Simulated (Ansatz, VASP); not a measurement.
**C: VASP beside Ansatz**

```
CELL_PARAMETERS angstrom
1.23328 -2.13602 0.00000
1.23328 2.13602 0.00000
0.00000 0.00000 8.52012
ATOMIC_POSITIONS crystal
C 0.08333 0.91667 0.75000
C 0.58333 0.41667 0.25000
C 0.91667 0.08333 0.25000
C 0.41667 0.58333 0.75000
```

Alike in both runs: functional PBE; k mesh 21 × 21 × 6; occupations gaussian, width 0.1 eV; no spin polarisation.

Ansatz relaxed the structure, and its values are those at the end. VASP's run is a single point on that final structure, the one shown.

|  | VASP | Ansatz |
| --- | --- | --- |
| version | VASP 6.6.1 | Ansatz 0.2.0 |
| potentials or method | VASP PAW PBE potentials, release 64 (C), cutoff 520 eV | scalar-relativistic, plane waves, PAW |
| valence electrons in the cell | 16 | 16 |

|  | VASP | Ansatz | Ansatz less VASP |
| --- | --- | --- | --- |
| gap on the k mesh at the Fermi level (eV) | none | none | - |
| pressure (GPa) | 0.4 | 0.0 | -0.35 |

A gap of «none» marks a metal or a gap that the smearing closes. With one functional, cell and mesh, what is left measures potentials, basis and numerics. Ansatz's warnings: structure snapped to symmetry.
